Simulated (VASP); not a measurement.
# Cl (Cmce) in VASP: notebook

Runs on Cl. Level: PBE. Tasks: single point.

All numbers are computed with VASP 6.6.1; they aren't measurements. Logs are shortened: lines on timing, memory, paths and dates and some standing lists are left out, and cuts for length are marked.

### 1 The cell of the first run

It takes space group Cmce (No. 64, orthorhombic). Conventional cell: a = 6.373 Å, b = 4.559 Å, c = 8.318 Å, α = 90.00°, β = 90.00°, γ = 90.00°. Cl (site symmetry m) has 1 Cl at 2.04 Å within 2.7 Å.

### 2 Single point, PBE (30.21 Å³/atom)

The input, INCAR:

```
SYSTEM = Cl
PREC = Accurate
ENCUT = 520
EDIFF = 1E-6
ISMEAR = -1
SIGMA = 0.05
LREAL = .False.
LASPH = .True.
NELM = 80
ALGO = Normal
ISIF = 2
LWAVE = .False.
LCHARG = .False.
GGA = PE
NBANDS = 22
```

The input, KPOINTS:

```
regular mesh
0
Gamma
  7 7 4
  0 0 0
```

The input, POSCAR:

```
Cl
1.0
    3.1863863250     -2.2796086586      0.0000000000
    3.1863863250      2.2796086586      0.0000000000
    0.0000000000      0.0000000000      8.3180387054
Cl
4
Direct
    0.3700000000      0.6300000000      0.4000000000
    0.1300000000      0.8700000000      0.9000000000
    0.6300000000      0.3700000000      0.6000000000
    0.8700000000      0.1300000000      0.1000000000
```

Potentials or basis: VASP PAW PBE potentials, release 64 (Cl).

The run is started by

```console
$ cat potpaw_PBE.64/Cl/POTCAR > POTCAR
$ mpirun -np 1 vasp_std > vasp.out
```

OUTCAR:

```text
SYSTEM = Cl
   PREC = Accurate
   ENCUT = 520
   EDIFF = 1E-6
   ISMEAR = -1
   LREAL = .False.
   LASPH = .True.
   NELM = 80
   ISIF = 2
   GGA = PE

 ion  position               nearest neighbor table
   1  0.370  0.630  0.400-   3 2.04
   2  0.130  0.870  0.900-   4 2.04
   3  0.630  0.370  0.600-   1 2.04
   4  0.870  0.130  0.100-   2 2.04

  LATTYP: Found a base centered orthorhombic cell.
 ALAT       =     4.5592173172
 B/A-ratio  =     1.3977777778
 C/A-ratio  =     1.8244444444

  Lattice vectors:

 A1 = (  -3.1863863250,  -2.2796086586,   0.0000000000)
 A2 = (   3.1863863250,  -2.2796086586,   0.0000000000)
 A3 = (   0.0000000000,   0.0000000000,   8.3180387054)

Analysis of symmetry for initial positions (statically):
=====================================================================
 Subroutine PRICEL returns:
 Original cell was already a primitive cell.

 Routine SETGRP: Setting up the symmetry group for a
 base centered orthorhombic supercell.

 Subroutine GETGRP returns: Found  8 space group operations
 (whereof  4 operations were pure point group operations)
 out of a pool of  8 trial point group operations.

The static configuration has the point symmetry C_2h.
 The point group associated with its full space group is D_2h.

Analysis of symmetry for dynamics (positions and initial velocities):
=====================================================================
 Subroutine PRICEL returns:
 Original cell was already a primitive cell.

 Routine SETGRP: Setting up the symmetry group for a
 base centered orthorhombic supercell.

 Subroutine GETGRP returns: Found  8 space group operations
 (whereof  4 operations were pure point group operations)
 out of a pool of  8 trial point group operations.

The dynamic configuration has the point symmetry C_2h.
 The point group associated with its full space group is D_2h.

 Subroutine INISYM returns: Found  8 space group operations
 (whereof  4 operations are pure point group operations),
 and found     1 'primitive' translations

----------------------------------------------------------------------------------------

                                     Primitive cell

  volume of cell :     120.8397

  direct lattice vectors                    reciprocal lattice vectors
     3.186386325 -2.279608659  0.000000000     0.156917570 -0.219335893  0.000000000
     3.186386325  2.279608659  0.000000000     0.156917570  0.219335893  0.000000000
     0.000000000  0.000000000  8.318038705     0.000000000  0.000000000  0.120220648

  length of vectors
     3.917865930  3.917865930  8.318038705     0.269687519  0.269687519  0.120220648

  position of ions in fractional coordinates (direct lattice)
     0.370000000  0.630000000  0.400000000
     0.130000000  0.870000000  0.900000000
     0.630000000  0.370000000  0.600000000
     0.870000000  0.130000000  0.100000000

  ion indices of the primitive-cell ions
   primitive index   ion index
                 1           1
                 2           2
                 3           3
                 4           4

----------------------------------------------------------------------------------------

 KPOINTS: regular mesh

Automatic generation of k-mesh.
 Grid dimensions read from file:
 generate k-points for:    7    7    4

 Generating k-lattice:

  Cartesian coordinates                     Fractional coordinates (reciprocal lattice)
     0.022416796 -0.031333699  0.000000000     0.142857143  0.000000000  0.000000000
     0.022416796  0.031333699  0.000000000     0.000000000  0.142857143  0.000000000
     0.000000000  0.000000000  0.030055162     0.000000000  0.000000000  0.250000000

  Length of vectors
     0.038526788  0.038526788  0.030055162

  Shift w.r.t. Gamma in fractional coordinates (k-lattice)
     0.000000000  0.000000000  0.000000000

 Subroutine IBZKPT returns following result:
 ===========================================

 Found     48 irreducible k-points:

 Following reciprocal coordinates:
            Coordinates               Weight
  0.000000  0.000000  0.000000      1.000000
  0.142857  0.000000  0.000000      4.000000
  0.285714 -0.000000  0.000000      4.000000
  0.428571 -0.000000  0.000000      4.000000
  0.142857  0.142857  0.000000      2.000000
  0.285714  0.142857  0.000000      4.000000
[... 16 lines left out ...]
  0.428571  0.142857  0.250000      8.000000
 -0.428571  0.142857  0.250000      8.000000
 [... further k-points ...]
   k-points           NKPTS =     48   k-points in BZ     NKDIM =     48   number of bands    NBANDS=     22
   number of dos      NEDOS =    301   number of ions     NIONS =      4
   total plane-waves  NPLWV =  57600
   dimension x,y,z NGX =    30 NGY =   30 NGZ =   64
   dimension x,y,z NGXF=    60 NGYF=   60 NGZF=  128
   ions per type =               4
   NGX,Y,Z   is equivalent  to a cutoff of  12.73, 12.73, 12.79 a.u.
   NGXF,Y,Z  is equivalent  to a cutoff of  25.46, 25.46, 25.58 a.u.
 SYSTEM =  Cl
   PREC   = accura    normal or accurate (medium, high low for compatibility)
   ISTART =      0    job   : 0-new  1-cont  2-samecut
   ICHARG =      2    charge: 1-file 2-atom 10-const
   ISPIN  =      1    spin polarized calculation?
   LNONCOLLINEAR =      F non collinear calculations
   LSORBIT =      F    spin-orbit coupling
   LASPH  =      T    aspherical Exc in radial PAW
   ENCUT  =  520.0 eV  38.22 Ry    6.18 a.u.   7.28  7.28 15.47*2*pi/ulx,y,z
   NELM   =     80;   NELMIN=  2; NELMDL= -5     # of ELM steps
   EDIFF  = 0.1E-05   stopping-criterion for ELM
   LREAL  =      F    real-space projection
   EDIFFG = 0.1E-04   stopping-criterion for IOM
   NSW    =      0    number of steps for IOM
   IBRION =     -1    ionic relax: 0-MD 1-quasi-New 2-CG
   NFREE  =      0    steps in history (QN), initial steepest desc. (CG)
   ISIF   =      2    stress and relaxation
   ISYM   =      2    0-nonsym 1-usesym 2-fastsym
   POTIM  = 0.5000    time-step for ionic-motion
   TEBEG  =    0.0;   TEEND  =   0.0 temperature during run
   PSTRESS=    0.0 pullay stress
   NELECT =      28.0000    total number of electrons
   NUPDOWN=      -1.0000    fix difference up-down
   EMIN   =  10.00;   EMAX   =-10.00  energy-range for DOS
   EFERMI =   0.00;   METHOD = LEGACY
   ISMEAR =    -1;   SIGMA  =   0.05  broadening in eV -4-tet -1-fermi 0-gaus
   EFERMI_NEDOS =   21; number of points for ismear=-14 and -15
   IALGO  =     38    algorithm
   IMIX   =      4    mixing-type and parameters
     AMIX     =   0.40;   BMIX     =  1.00
     AMIX_MAG =   1.60;   BMIX_MAG =  1.00
  volume/ion in A,a.u.               =      30.21       203.87
  Fermi-wavevector in a.u.,A,eV,Ry     =   1.005521  1.900158 13.756464  1.011072
  Thomas-Fermi vector in A             =   2.138205
   LORBIT       =      0    0 simple, 1 ext, 2 COOP (PROOUT), +10 PAW based schemes
   GGA     = PE    functional components
   LHFCALC =     F    Hartree Fock is set to
   AEXX    =    0.0000 exact exchange contribution
   IVDW    =     0    specifies the selected vdW correction
   LEPSILON=     F    determine dielectric tensor
   LRPA    =     F    only Hartree local field effects (RPA)
 non-spin polarized calculation
  energy-cutoff  :      520.00
  volume of cell :      120.84
 maximum number of plane-waves:      3278
 NGX is ok and might be reduce to    30
   NGX = 15   NGY = 15   NGZ = 31

 number of electron      27.9999998 magnetization

 Free energy of the ion-electron system (eV)
  ---------------------------------------------------
  ext. energy  EPLUGINS =         0.00000000
  ---------------------------------------------------
  free energy    TOTEN  =        -7.30817886 eV

  energy without entropy =       -7.30817886  energy(sigma->0) =       -7.30817886

 E-fermi :   0.1901     XC(G=0):  -7.5704

 val. band max:       -0.9485295173   @ k =  -0.4286   0.4286   0.0000
 cond. band min:       1.4485127518   @ k =   0.0000   0.0000   0.0000
 fundamental gap:      2.3970422691
 Fermi energy:         0.1901070203

 k-point     1 :       0.0000    0.0000    0.0000
  band No.  band energies     occupation
      1     -17.2693      2.00000
      2     -17.0808      2.00000
      3     -13.5101      2.00000
      4     -13.0340      2.00000
      5      -6.0512      2.00000
      6      -5.3304      2.00000
[... 14 lines left out ...]
     21       9.3416      0.00000
     22       9.6676      0.00000

 k-point     2 :       0.1429    0.0000    0.0000
  band No.  band energies     occupation
      1     -17.2367      2.00000
      2     -17.0655      2.00000
      3     -13.4897      2.00000
      4     -13.0634      2.00000
      5      -6.0461      2.00000
      6      -5.3708      2.00000
[... 14 lines left out ...]
     21       9.2567      0.00000
     22       9.6869      0.00000

 k-point     3 :       0.2857   -0.0000    0.0000
  band No.  band energies     occupation
      1     -17.1564      2.00000
      2     -17.0356      2.00000
      3     -13.4335      2.00000
      4     -13.1428      2.00000
      5      -6.0145      2.00000
      6      -5.5007      2.00000
[... 14 lines left out ...]
     21       9.4522      0.00000
     22      10.0803      0.00000
[... 476 lines left out ...]
 k-point    23 :       0.4286    0.1429    0.2500
  band No.  band energies     occupation
      1     -17.0819      2.00000
      2     -17.0142      2.00000
      3     -13.3522      2.00000
      4     -13.1965      2.00000
      5      -5.8867      2.00000
      6      -5.6245      2.00000
[... 14 lines left out ...]
     21       9.4999      0.00000
     22       9.7060      0.00000

 k-point    24 :      -0.4286    0.1429    0.2500
  band No.  band energies     occupation
      1     -17.0393      2.00000
      2     -17.0271      2.00000
      3     -13.3057      2.00000
      4     -13.2823      2.00000
      5      -5.7829      2.00000
      6      -5.7606      2.00000
[... 14 lines left out ...]
     21       9.5672      0.00000
     22       9.9050      0.00000

 [... further k-points ...]

------------------------ aborting loop because EDIFF is reached ----------------------------------------

  FORCE on cell =-STRESS in cart. coord.  units (eV):
  Direction    XX          YY          ZZ          XY          YZ          ZX
  --------------------------------------------------------------------------------------
  -------------------------------------------------------------------------------------
  Total        0.7182630     -0.6915758     -1.6335592      0.0000000     -0.0000000      0.0000000
  in kB        9.5232326     -9.1693958    -21.6588701      0.0000000     -0.0000000      0.0000000
  external PRESSURE =      -7.1016778 kB  Pullay stress =       0.0000000 kB

 VOLUME and BASIS-vectors are now :
 -----------------------------------------------------------------------------
  energy-cutoff  :      520.00
  volume of cell :      120.84
      direct lattice vectors                 reciprocal lattice vectors
     3.186386325 -2.279608659  0.000000000     0.156917570 -0.219335893  0.000000000
     3.186386325  2.279608659  0.000000000     0.156917570  0.219335893  0.000000000
     0.000000000  0.000000000  8.318038705     0.000000000  0.000000000  0.120220648

 POSITION                                       TOTAL-FORCE (eV/Angst)
 -----------------------------------------------------------------------------------
      3.18639      0.59270      3.32722         0.000000     -0.397873      0.404313
      3.18639      1.68691      7.48623         0.000000      0.397873      0.404313
      3.18639     -0.59270      4.99082         0.000000      0.397873     -0.404313
      3.18639     -1.68691      0.83180         0.000000     -0.397873     -0.404313
 -----------------------------------------------------------------------------------
    total drift:                                0.000000      0.000000      0.000000

  FREE ENERGIE OF THE ION-ELECTRON SYSTEM (eV)
  ---------------------------------------------------
  free  energy   TOTEN  =        -7.3081788644 eV

  energy  without entropy=       -7.3081788643  energy(sigma->0) =       -7.30817886
```

Wall time 1.7 min (1 thread of Oxide Virtual Turin-like, shared host); peak memory 0.22 GiB.

Results:

```yaml
Free_energy: -7.3082 eV
Pressure: -0.7 GPa
Largest_force: 0.567 eV/Å
Band_gap_on_the_k_mesh: 2.40 eV (least direct gap 2.45 eV)
```

Forces on the atoms (eV/Å):
```
Cl   0.000 -0.398  0.404
Cl   0.000  0.398  0.404
Cl   0.000  0.398 -0.404
Cl   0.000 -0.398 -0.404
```

Stress tensor (GPa, compression positive):
```
 0.95  0.00  0.00
 0.00 -0.92  0.00
 0.00  0.00 -2.17
```

Levels at points of the mesh, in eV from the valence-band top:
| k point | band 10 | band 11 | band 12 | band 13 | band 14 | band 15 | band 16 | band 17 | band 18 | band 19 |
| --- | --- | --- | --- | --- | --- | --- | --- | --- | --- | --- |
| (0.00, 0.00, 0.00) | -2.03 | -0.64 | -0.37 | -0.13 | -0.05 | 2.40 | 2.94 | 6.90 | 7.66 | 8.97 |
| (0.00, 0.00, 0.50) | -2.04 | -0.59 | -0.59 | -0.09 | -0.09 | 2.60 | 2.60 | 7.48 | 7.48 | 9.70 |

Caveat: this functional lacks dispersion, which holds the molecules together, so the pressure and a relaxed volume are unreliable.

### 3 Single point, PBE (30.79 Å³/atom)

This run uses another cell than the first one, of 30.79 Å³/atom.

The input, INCAR:

```
SYSTEM = Cl
PREC = Accurate
ENCUT = 520
EDIFF = 1E-6
ISMEAR = -1
SIGMA = 0.05
LREAL = .FALSE.
LASPH = .TRUE.
NELM = 60
ALGO = Normal
ISIF = 2
LWAVE = .FALSE.
LCHARG = .FALSE.
GGA = PE
NBANDS = 22
```

The input, KPOINTS:

```
Automatic mesh
0
G
  7 7 4
  0 0 0
```

The input, POSCAR:

```
Cl
1.0
    3.2066823265     -2.2941288504      0.0000000000
    3.2066823265      2.2941288504      0.0000000000
    0.0000000000      0.0000000000      8.3710212721
Cl
4
Direct
    0.3700000000      0.6300000000      0.4000000000
    0.1300000000      0.8700000000      0.9000000000
    0.6300000000      0.3700000000      0.6000000000
    0.8700000000      0.1300000000      0.1000000000
```

Potentials or basis: VASP PAW PBE potentials, release 64 (Cl).

The run is started by

```console
$ cat potpaw_PBE.64/Cl/POTCAR > POTCAR
$ mpirun -np 1 vasp_std > vasp.out
```

It took 92 s on 1 thread of Oxide Virtual Turin-like, shared host; peak memory 0.23 GiB.

It converged, with:

- Free energy: -7.2956 eV
- Pressure: -1.1 GPa
- Largest force: 0.749 eV/Å
- Band gap on the k mesh: 2.33 eV (least direct gap 2.38 eV)

Forces on the atoms (eV/Å):
```
Cl   0.000 -0.504  0.554
Cl   0.000  0.504  0.554
Cl   0.000  0.504 -0.554
Cl   0.000 -0.504 -0.554
```

Stress tensor (GPa, compression positive):
```
 0.85  0.00  0.00
 0.00 -1.34  0.00
 0.00  0.00 -2.91
```

Levels at points of the mesh, in eV from the valence-band top:
| k point | band 12 | band 13 | band 14 | band 15 | band 16 | band 17 |
| --- | --- | --- | --- | --- | --- | --- |
| (0.00, 0.00, 0.00) | -0.35 | -0.13 | -0.05 | 2.33 | 2.87 | 6.88 |
| (0.00, 0.00, 0.50) | -0.57 | -0.09 | -0.09 | 2.53 | 2.53 | 7.47 |

Caveat: this functional lacks dispersion, which holds the molecules together, so the pressure and a relaxed volume are unreliable. A k mesh can miss the band edges.
